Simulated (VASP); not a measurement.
# RuRh2 (P6/mmm) in VASP: a series of runs

RuRh2 is run at these levels: PBE; tasks: single point, relaxation of cell and atoms.

Program: VASP 6.6.1. These are calculated values, not measurements. Logs are shortened: lines on timing, memory, paths and dates and some standing lists are left out, and cuts for length are marked.

## (1) The cell of the first run

It takes space group P6/mmm (No. 191, hexagonal). The conventional cell has a = 4.306 Å, b = 4.306 Å, c = 2.670 Å, α = 90.00°, β = 90.00°, γ = 120.00°. Within 3.5 Å of Ru (site symmetry 6/mmm) lie 2 Ru at 2.67 Å and 12 Rh at 2.82 Å. Within 3.3 Å of Rh (site symmetry -6m2) lie 5 Rh at 2.49 to 2.67 Å and 6 Ru at 2.82 Å.

## (2) Single point, PBE

INCAR reads:

```
SYSTEM = RuRh2
PREC = Accurate
ENCUT = 520
EDIFF = 1E-7
ISMEAR = 0
SIGMA = 0.1
LREAL = .False.
LASPH = .True.
NELM = 100
ALGO = Fast
ISIF = 2
LWAVE = .False.
LCHARG = .False.
GGA = PE
NBANDS = 29
```

KPOINTS reads:

```
Automatic mesh
0
Gamma
  6 6 6
  0 0 0
```

POSCAR reads:

```
RuRh2
1.0
    4.3056675152      0.0000000001      0.0000000000
   -2.1528337576      3.7288174483      0.0000000000
    0.0000000000      0.0000000000      2.6701911315
Ru Rh
1 2
Direct
    0.0000000000      0.0000000000      0.0000000000
    0.3333333333      0.6666666667      0.5000000000
    0.6666666667      0.3333333333      0.5000000000
```

Potentials or basis: VASP PAW PBE potentials, release 64 (Ru_pv, Rh_pv).

The run is started by

```console
> cat potpaw_PBE.64/Ru_pv/POTCAR potpaw_PBE.64/Rh_pv/POTCAR > POTCAR
> mpirun -np 1 vasp_std > vasp.out
```

OUTCAR:

```text
SYSTEM = RuRh2
   PREC = Accurate
   ENCUT = 520
   EDIFF = 1E-7
   ISMEAR = 0
   LREAL = .False.
   LASPH = .True.
   NELM = 100
   ISIF = 2
   GGA = PE

 ion  position               nearest neighbor table
   1  0.000  0.000  0.000-   2 2.82   3 2.82   2 2.82   3 2.82   2 2.82   2 2.82   3 2.82   3 2.82
                             3 2.82   3 2.82   2 2.82   2 2.82
   2  0.333  0.667  0.500-   3 2.49   3 2.49   3 2.49   1 2.82   1 2.82   1 2.82   1 2.82   1 2.82
                             1 2.82
   3  0.667  0.333  0.500-   2 2.49   2 2.49   2 2.49   1 2.82   1 2.82   1 2.82   1 2.82   1 2.82
                             1 2.82

  LATTYP: Found a hexagonal cell.
 ALAT       =     4.3056675152
 C/A-ratio  =     0.6201572978

  Lattice vectors:

 A1 = (   4.3056675152,   0.0000000001,   0.0000000000)
 A2 = (  -2.1528337576,   3.7288174483,   0.0000000000)
 A3 = (   0.0000000000,   0.0000000000,   2.6701911315)

Analysis of symmetry for initial positions (statically):
=====================================================================
 Subroutine PRICEL returns:
 Original cell was already a primitive cell.

 Routine SETGRP: Setting up the symmetry group for a
 hexagonal supercell.

 Subroutine GETGRP returns: Found 24 space group operations
 (whereof 24 operations were pure point group operations)
 out of a pool of 24 trial point group operations.

The static configuration has the point symmetry D_6h.

Analysis of symmetry for dynamics (positions and initial velocities):
=====================================================================
 Subroutine PRICEL returns:
 Original cell was already a primitive cell.

 Routine SETGRP: Setting up the symmetry group for a
 hexagonal supercell.

 Subroutine GETGRP returns: Found 24 space group operations
 (whereof 24 operations were pure point group operations)
 out of a pool of 24 trial point group operations.

The dynamic configuration has the point symmetry D_6h.

 Subroutine INISYM returns: Found 24 space group operations
 (whereof 24 operations are pure point group operations),
 and found     1 'primitive' translations

----------------------------------------------------------------------------------------

                                     Primitive cell

  volume of cell :      42.8700

  direct lattice vectors                    reciprocal lattice vectors
     4.305667515  0.000000000  0.000000000     0.232252025  0.134090769  0.000000000
    -2.152833758  3.728817448  0.000000000    -0.000000000  0.268181538  0.000000000
     0.000000000  0.000000000  2.670191132     0.000000000  0.000000000  0.374505026

  length of vectors
     4.305667515  4.305667515  2.670191132     0.268181538  0.268181538  0.374505026

  position of ions in fractional coordinates (direct lattice)
     0.000000000  0.000000000  0.000000000
     0.333333333  0.666666667  0.500000000
     0.666666667  0.333333333  0.500000000

  ion indices of the primitive-cell ions
   primitive index   ion index
                 1           1
                 2           2
                 3           3

----------------------------------------------------------------------------------------

 KPOINTS: Automatic mesh

Automatic generation of k-mesh.
 Grid dimensions read from file:
 generate k-points for:    6    6    6

 Generating k-lattice:

  Cartesian coordinates                     Fractional coordinates (reciprocal lattice)
     0.038708671  0.022348462  0.000000000     0.166666667  0.000000000  0.000000000
    -0.000000000  0.044696923  0.000000000     0.000000000  0.166666667  0.000000000
     0.000000000  0.000000000  0.062417504     0.000000000  0.000000000  0.166666667

  Length of vectors
     0.044696923  0.044696923  0.062417504

  Shift w.r.t. Gamma in fractional coordinates (k-lattice)
     0.000000000  0.000000000  0.000000000

 Subroutine IBZKPT returns following result:
 ===========================================

 Found     28 irreducible k-points:

 Following reciprocal coordinates:
            Coordinates               Weight
  0.000000  0.000000  0.000000      1.000000
  0.166667  0.000000  0.000000      6.000000
  0.333333  0.000000  0.000000      6.000000
  0.500000  0.000000  0.000000      3.000000
  0.166667  0.166667  0.000000      6.000000
  0.333333  0.166667  0.000000     12.000000
[... 16 lines left out ...]
  0.166667  0.000000  0.500000      6.000000
  0.333333  0.000000  0.500000      6.000000
 [... further k-points ...]
   k-points           NKPTS =     28   k-points in BZ     NKDIM =     28   number of bands    NBANDS=     29
   number of dos      NEDOS =    301   number of ions     NIONS =      3
   total plane-waves  NPLWV =  20480
   dimension x,y,z NGX =    32 NGY =   32 NGZ =   20
   dimension x,y,z NGXF=    64 NGYF=   64 NGZF=   40
   ions per type =               1   2
   NGX,Y,Z   is equivalent  to a cutoff of  12.36, 12.36, 12.45 a.u.
   NGXF,Y,Z  is equivalent  to a cutoff of  24.71, 24.71, 24.90 a.u.
 SYSTEM =  RuRh2
   PREC   = accura    normal or accurate (medium, high low for compatibility)
   ISTART =      0    job   : 0-new  1-cont  2-samecut
   ICHARG =      2    charge: 1-file 2-atom 10-const
   ISPIN  =      1    spin polarized calculation?
   LNONCOLLINEAR =      F non collinear calculations
   LSORBIT =      F    spin-orbit coupling
   LASPH  =      T    aspherical Exc in radial PAW
   ENCUT  =  520.0 eV  38.22 Ry    6.18 a.u.   8.01  8.01  4.96*2*pi/ulx,y,z
   NELM   =    100;   NELMIN=  2; NELMDL= -5     # of ELM steps
   EDIFF  = 0.1E-06   stopping-criterion for ELM
   LREAL  =      F    real-space projection
   EDIFFG = 0.1E-05   stopping-criterion for IOM
   NSW    =      0    number of steps for IOM
   IBRION =     -1    ionic relax: 0-MD 1-quasi-New 2-CG
   NFREE  =      0    steps in history (QN), initial steepest desc. (CG)
   ISIF   =      2    stress and relaxation
   ISYM   =      2    0-nonsym 1-usesym 2-fastsym
   POTIM  = 0.5000    time-step for ionic-motion
   TEBEG  =    0.0;   TEEND  =   0.0 temperature during run
   PSTRESS=    0.0 pullay stress
   NELECT =      44.0000    total number of electrons
   NUPDOWN=      -1.0000    fix difference up-down
   EMIN   =  10.00;   EMAX   =-10.00  energy-range for DOS
   EFERMI =   0.00;   METHOD = LEGACY
   ISMEAR =     0;   SIGMA  =   0.10  broadening in eV -4-tet -1-fermi 0-gaus
   EFERMI_NEDOS =   21; number of points for ismear=-14 and -15
   IALGO  =     68    algorithm
   IMIX   =      4    mixing-type and parameters
     AMIX     =   0.40;   BMIX     =  1.00
     AMIX_MAG =   1.60;   BMIX_MAG =  1.00
  volume/ion in A,a.u.               =      14.29        96.43
  Fermi-wavevector in a.u.,A,eV,Ry     =   1.651357  3.120613 37.102831  2.726981
  Thomas-Fermi vector in A             =   2.740151
   LORBIT       =      0    0 simple, 1 ext, 2 COOP (PROOUT), +10 PAW based schemes
   GGA     = PE    functional components
   LHFCALC =     F    Hartree Fock is set to
   AEXX    =    0.0000 exact exchange contribution
   IVDW    =     0    specifies the selected vdW correction
   LEPSILON=     F    determine dielectric tensor
   LRPA    =     F    only Hartree local field effects (RPA)
 non-spin polarized calculation
 RMM-DIIS sequential band-by-band and
 Gauss-broadening in eV      SIGMA  =   0.10
  energy-cutoff  :      520.00
  volume of cell :       42.87
 maximum number of plane-waves:      1179
   NGX = 17   NGY = 17   NGZ =  9

 number of electron      43.9999989 magnetization

 Free energy of the ion-electron system (eV)
  ---------------------------------------------------
  ext. energy  EPLUGINS =         0.00000000
  ---------------------------------------------------
  free energy    TOTEN  =       -22.94100816 eV

  energy without entropy =      -22.90372634  energy(sigma->0) =      -22.92236725

 E-fermi :  11.5691     XC(G=0): -13.7808

 val. band max:       11.5500280636   @ k =   0.1667   0.1667   0.3333
 cond. band min:      11.5757328044   @ k =   0.1667   0.0000   0.3333
 fundamental gap:      0.0257047408
 Fermi energy:        11.5691329027

 k-point     1 :       0.0000    0.0000    0.0000
  band No.  band energies     occupation
      1     -35.5013      2.00000
      2     -35.5013      2.00000
      3     -34.9609      2.00000
      4     -34.9609      2.00000
      5     -34.8098      2.00000
      6     -34.6903      2.00000
[... 21 lines left out ...]
     28      20.3252      0.00000
     29      20.3293      0.00000

 k-point     2 :       0.1667    0.0000    0.0000
  band No.  band energies     occupation
      1     -35.5160      2.00000
      2     -35.4772      2.00000
      3     -34.9836      2.00000
      4     -34.9458      2.00000
      5     -34.8025      2.00000
      6     -34.6973      2.00000
[... 21 lines left out ...]
     28      20.5975      0.00000
     29      22.1820      0.00000

 k-point     3 :       0.3333    0.0000    0.0000
  band No.  band energies     occupation
      1     -35.5433      2.00000
      2     -35.4130      2.00000
      3     -35.0461      2.00000
      4     -34.9177      2.00000
      5     -34.7838      2.00000
      6     -34.7153      2.00000
[... 21 lines left out ...]
     28      20.7290      0.00000
     29      24.5923      0.00000

 k-point     4 :       0.5000    0.0000    0.0000
  band No.  band energies     occupation
      1     -35.5560      2.00000
      2     -35.3655      2.00000
      3     -35.0935      2.00000
      4     -34.9046      2.00000
      5     -34.7689      2.00000
      6     -34.7298      2.00000
[... 597 lines left out ...]
     28      21.6766      0.00000
     29      21.6767      0.00000

 k-point    23 :       0.1667    0.0000    0.5000
  band No.  band energies     occupation
      1     -35.4652      2.00000
      2     -35.4279      2.00000
      3     -35.2242      2.00000
      4     -35.0900      2.00000
      5     -34.9447      2.00000
      6     -34.9037      2.00000
[... 21 lines left out ...]
     28      21.1049      0.00000
     29      21.6883      0.00000

 k-point    24 :       0.3333    0.0000    0.5000
  band No.  band energies     occupation
      1     -35.4869      2.00000
      2     -35.3673      2.00000
      3     -35.2047      2.00000
      4     -35.1134      2.00000
      5     -35.0111      2.00000
      6     -34.8808      2.00000
[... 21 lines left out ...]
     28      20.0247      0.00000
     29      21.8831      0.00000

 [... further k-points ...]

------------------------ aborting loop because EDIFF is reached ----------------------------------------

  FORCE on cell =-STRESS in cart. coord.  units (eV):
  Direction    XX          YY          ZZ          XY          YZ          ZX
  --------------------------------------------------------------------------------------
  -------------------------------------------------------------------------------------
  Total        0.0277839      0.0277839     -0.0106262      0.0000000      0.0000000      0.0000000
  in kB        1.0383654      1.0383654     -0.3971329      0.0000000      0.0000000      0.0000000
  external PRESSURE =       0.5598660 kB  Pullay stress =       0.0000000 kB

 VOLUME and BASIS-vectors are now :
 -----------------------------------------------------------------------------
  energy-cutoff  :      520.00
  volume of cell :       42.87
      direct lattice vectors                 reciprocal lattice vectors
     4.305667515  0.000000000  0.000000000     0.232252025  0.134090769  0.000000000
    -2.152833758  3.728817448  0.000000000    -0.000000000  0.268181538  0.000000000
     0.000000000  0.000000000  2.670191132     0.000000000  0.000000000  0.374505026

 POSITION                                       TOTAL-FORCE (eV/Angst)
 -----------------------------------------------------------------------------------
      0.00000      0.00000      0.00000         0.000000      0.000000      0.000000
     -0.00000      2.48588      1.33510         0.000000     -0.000000     -0.000000
      2.15283      1.24294      1.33510        -0.000000      0.000000      0.000000
 -----------------------------------------------------------------------------------
    total drift:                               -0.000000      0.000000      0.000000

  FREE ENERGIE OF THE ION-ELECTRON SYSTEM (eV)
  ---------------------------------------------------
  free  energy   TOTEN  =       -22.9410081647 eV

  energy  without entropy=      -22.9037263375  energy(sigma->0) =      -22.92236725
```

Wall time 17 s (1 thread of AMD EPYC 9R45 (Zen 5), shared host); peak memory 0.14 GiB.

What came out:

```
Free energy            : -22.9410 eV
Pressure               : 0.1 GPa
Band gap on the k mesh : zero (bands 22 and 23 overlap by 2.36 eV)
```

Levels at points of the mesh, in eV from the Fermi level:
```csv
k point,band 18,band 19,band 20,band 21,band 22,band 23,band 24,band 25,band 26,band 27
"(0.00, 0.00, 0.00)",-2.28,-2.28,-1.75,-1.75,-1.38,-1.38,1.00,1.00,8.48,8.48
"(0.50, 0.00, 0.00)",-2.60,-1.53,-1.20,0.03,0.14,0.30,0.38,0.54,1.00,1.18
"(0.00, 0.00, 0.50)",-2.26,-2.26,0.43,0.43,0.62,0.62,1.39,3.35,3.43,9.43
"(0.50, 0.00, 0.50)",-1.90,-1.23,-0.89,-0.50,0.45,1.07,1.11,2.82,3.48,7.37
```

Caveat: the k points lie up to 0.39 Å⁻¹ apart, too coarse for converged energies and pressures of a metal.

## (3) Single point, PBE

INCAR reads:

```
SYSTEM = RuRh2
ALGO = Normal
EDIFF = 1E-6
ENCUT = 520
GGA = PE
ISIF = 2
ISMEAR = 0
LASPH = .TRUE.
LCHARG = .FALSE.
LREAL = .FALSE.
LWAVE = .FALSE.
NBANDS = 29
NELM = 80
PREC = Accurate
SIGMA = 0.1
```

KPOINTS reads:

```
k-points
0
G
  6 6 6
  0 0 0
```

POSCAR reads:

```
RuRh2
1.0
    4.3067963925      0.0000000000      0.0000000000
   -2.1533981963      3.7297950848      0.0000000000
    0.0000000000      0.0000000000      2.6696824057
Ru Rh
1 2
Direct
    0.0000000000      0.0000000000      0.0000000000
    0.3333333333      0.6666666667      0.5000000000
    0.6666666667      0.3333333333      0.5000000000
```

Potentials or basis: VASP PAW PBE potentials, release 64 (Ru_pv, Rh_pv).

The run is started by

```console
> cat potpaw_PBE.64/Ru_pv/POTCAR potpaw_PBE.64/Rh_pv/POTCAR > POTCAR
> mpirun -np 1 vasp_std > vasp.out
```

It took 14 s on 1 thread of AMD EPYC 9R45 (Zen 5), shared host; peak memory 0.14 GiB.

It converged, with:

| Quantity | Value |
| --- | --- |
| Free energy | -22.9410 eV |
| Pressure | -0.1 GPa |
| Band gap on the k mesh | zero (bands 22 and 23 overlap by 2.36 eV) |

Levels at points of the mesh, in eV from the Fermi level:
```tsv
k point	band 20	band 21	band 22	band 23	band 24	band 25
(0.00, 0.00, 0.00)	-1.75	-1.75	-1.38	-1.38	1.00	1.00
(0.50, 0.00, 0.00)	-1.20	0.03	0.14	0.30	0.38	0.54
(0.00, 0.00, 0.50)	0.43	0.43	0.62	0.62	1.39	3.35
(0.50, 0.00, 0.50)	-0.88	-0.50	0.45	1.07	1.11	2.82
```

Caveat: the k points lie up to 0.39 Å⁻¹ apart, too coarse for converged energies and pressures of a metal.

(Part 1 of 2 ends here.)
